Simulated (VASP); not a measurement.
BN:

```
N B
1.0
     0.00000    1.81300    1.81300
     1.81300    0.00000    1.81300
     1.81300    1.81300    0.00000
N B
1 1
Direct
  0.25000 0.25000 0.25000
  0.00000 0.00000 0.00000
```

```yaml
Program: VASP 6.6.1
Task: relaxation of cell and atoms
Functional: revPBE
Dispersion: D4
Potentials_or_basis: VASP PAW PBE potentials, release 64 (N, B)
Cutoff: 600 eV
k_mesh: 13 × 13 × 13
Occupations: fermi-dirac, width 0.05 eV
Spin: no spin polarisation
```

At the start: pressure -9.7 GPa; volume 5.96 Å³/atom.

**Question.** How do energy, volume and symmetry change on relaxing?

**Answer.** Over 3 steps the energy falls by 4.7 meV/atom and the volume is 5.81 Å³/atom (-2.5 %); space group F-43m (No. 216, to 0.05 Å).

Step by step:
| step | energy change (eV) | largest force (eV/Å) | pressure (GPa) | volume (Å³) |
| --- | --- | --- | --- | --- |
| 1 | 0.0000 | 0.0000 | -9.66 | 11.92 |
| 2 | 0.0012 | 0.0000 | 11.32 | 11.31 |
| 3 | -0.0093 | 0.0000 | -0.04 | 11.62 |

Final structure:
```yaml
crystal:
  lattice:
    - [0.00000, 1.79761, 1.79761]
    - [1.79761, 0.00000, 1.79761]
    - [1.79761, 1.79761, 0.00000]
  atoms:
    - { symbol: N, position: [0.25000, 0.25000, 0.25000] }
    - { symbol: B, position: [0.00000, 0.00000, 0.00000] }
```

Caveat: the PAW data sets were made with another functional, which shifts forces and pressure a little.
